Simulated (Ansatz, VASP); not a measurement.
Given: the input of a run of VASP 6.6.1 on Sn.

Contents of INCAR:

```
PREC     = Accurate       # precision mode
ENCUT    = 600            # plane-wave cutoff, eV
EDIFF    = 1E-6           # SCF threshold, eV
ISMEAR   = -1             # smearing method
SIGMA    = 0.05           # smearing width, eV
LREAL    = F              # projectors in reciprocal space
LASPH    = T              # aspherical terms in the spheres
NELM     = 100            # most SCF steps
ALGO     = Normal         # electronic algorithm
ISIF     = 3              # what is computed and relaxed
LWAVE    = F              # write WAVECAR
LCHARG   = F              # write CHGCAR
GGA      = B5             # functional
ALDAX    = 1.0          
AGGAX    = 1.0          
AGGAC    = 1.0          
ALDAC    = 0.0          
IBRION   = 2              # ionic algorithm
NSW      = 80             # ionic steps
EDIFFG   = -0.02          # ionic threshold
```

The input KPOINTS:

```
Automatic mesh
0
Gamma
  9 9 9
```

POSCAR

```
Sn
1.0
   -2.9401404553      2.9401404553      1.5993019889
    2.9401404553     -2.9401404553      1.5993019889
    2.9401404553      2.9401404553     -1.5993019889
Sn
2
Direct
    0.0000000000      0.0000000000      0.0000000000
    0.7500000000      0.2500000000      0.5000000000
```

Potentials or basis: VASP PAW PBE potentials, release 64 (Sn_d).

The run is started by

```sh
$ cat potpaw_PBE.64/Sn_d/POTCAR > POTCAR
$ mpirun -np 1 vasp_std > vasp.out
```

Problem. Translate it to Ansatz 0.2.0. Potentials there: all-electron LAPW, scalar-relativistic.

Solution. As run (the cutoff follows the program's own potentials):

Contents of input.yaml:

```yaml
crystal:
  lattice:
    - [-2.9401404553, 2.9401404553, 1.5993019889]
    - [2.9401404553, -2.9401404553, 1.5993019889]
    - [2.9401404553, 2.9401404553, -1.5993019889]
  atoms:
    - { symbol: Sn, position: [0.0, 0.0, 0.0] }
    - { symbol: Sn, position: [0.75, 0.25, 0.5] }
kpoints:
  mp_grid: { grid: [9, 9, 9] }
scf:
  occupations: { method: fermi_dirac, width: 0.05 }
hamiltonian:
  xc: blyp
  pseudopotentials: { kind: all_electron, lapw: { basis_error: 0.001 } }
output:
  forces: true
  stress: true
relax:
  f_tol: 0.02
  max_steps: 60
  cell: {}
```

Potentials or basis: all-electron LAPW, scalar-relativistic.

Launch:

```sh
$ ansatz run input.yaml --threads 1 --pin off --max-ram 3072MiB --backend cpu --events-out ev --progress --plain --runs-dir out
```

Both were run:

|  | VASP | Ansatz | Ansatz less VASP |
| --- | --- | --- | --- |
| relaxed volume (Å³/atom) | 31.15 | 31.19 | +0.036 |
| relaxed cell length with the largest relative difference (Å) | 4.639 | 4.643 | +0.0041 |

VASP's potentials were made for PBE, not for BLYP. Ansatz ran all-electron here, and VASP with PAW potentials.
